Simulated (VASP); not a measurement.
Write the native input for VASP 6.6.1 that does the following.

| Property | Result |
| --- | --- |
| Task | single point |
| Functional | PBE |
| Dispersion | D3(BJ) |
| Potentials or basis | VASP PAW PBE potentials, release 64 (Si, H, C) |
| Cutoff | 520 eV |
| k mesh | 3 × 3 × 1 |
| Occupations | gaussian, width 0.05 eV |
| Spin | no spin polarisation |
| Dipole correction | yes |
| Further INCAR settings | LREAL = Auto; ALGO = Normal; EDIFF = 1e-06; NBANDS = 83 |

The structure of Si12H6C lies in POSCAR:

```
Si12H6C
1.0
    7.6805940000      0.0000000000      0.0000000000
    0.0000000000      7.6805940000      0.0000000000
    0.0000000000      0.0000000000     22.8087500000
Si H C
24 12 2
Direct
    0.0786396493      0.0000000000      0.6757036215
    0.1263784203      0.5000000000      0.6385820542
    0.3857721162      0.0000000000      0.6518780054
    0.4192029373      0.5000000000      0.6674175066
    0.0146677360      0.2311391152      0.6085299392
    0.0146677360      0.7688608848      0.6085299392
    0.4857426019      0.2610989630      0.6052853330
    0.4857426019      0.7389010370      0.6052853330
    0.2490987801      0.2476241501      0.5407542850
    0.2490987801      0.7523758499      0.5407542850
    0.7528215158      0.2487010155      0.5528390655
    0.7528215158      0.7512989845      0.5528390655
    0.2458934222      0.0000000000      0.4822456527
    0.2526194360      0.5000000000      0.4841502905
    0.7468763449      0.0000000000      0.4911100886
    0.7534378436      0.5000000000      0.4917308852
   -0.0086923783      0.0000000000      0.4274028554
   -0.0020036527      0.5000000000      0.4281068190
    0.5024043621      0.0000000000      0.4276554204
    0.5069421574      0.5000000000      0.4282769344
    0.0000000000      0.2500000000      0.3691570000
    0.0000000000      0.7500000000      0.3691570000
    0.5000000000      0.2500000000      0.3691570000
    0.5000000000      0.7500000000      0.3691570000
   -0.1510300000      0.2500000000      0.3288210000
    0.1510300000      0.2500000000      0.3288210000
   -0.1510300000      0.7500000000      0.3288210000
    0.1510300000      0.7500000000      0.3288210000
    0.3489700000      0.2500000000      0.3288210000
    0.6510300000      0.2500000000      0.3288210000
    0.3489700000      0.7500000000      0.3288210000
    0.6510300000      0.7500000000      0.3288210000
    0.4108628698     -0.1650019325      0.7513177930
    0.6353706585     -0.1624732409      0.7212870226
    0.4108628698      0.1650019325      0.7513177930
    0.6353706585      0.1624732409      0.7212870226
    0.5180302554     -0.0900464934      0.7325671067
    0.5180302554      0.0900464934      0.7325671067
```

The input as run:

INCAR

```
PREC = Accurate
ENCUT = 520
EDIFF = 1E-6
ISMEAR = 0
SIGMA = 0.05
LREAL = Auto
LASPH = T
NELM = 60
ALGO = Normal
ISIF = 2
LWAVE = F
LCHARG = F
LDIPOL = T
IDIPOL = 3
DIPOL = 0.5 0.5 0.511
GGA = PE
IVDW = 12
NBANDS = 83
```

KPOINTS

```
regular mesh
0
Gamma
  3 3 1
```

Potentials or basis: VASP PAW PBE potentials, release 64 (Si, H, C).

Launch:

```sh
$ cat potpaw_PBE.64/Si/POTCAR potpaw_PBE.64/H/POTCAR potpaw_PBE.64/C/POTCAR > POTCAR
$ mpirun -np 1 vasp_std > vasp.out
```

Results of the run:

| Item | Value |
| --- | --- |
| Largest force | 0.299 eV/Å |
| Band gap on the k mesh | 0.75 eV (least direct gap 0.91 eV) |
| Dispersion energy per atom | -0.175 eV |

It took 30 min on 1 thread of Intel(R) Xeon(R) Platinum 8375C CPU @ 2.90GHz (Ice Lake), with other jobs on the host, peak memory 1.3 GiB.
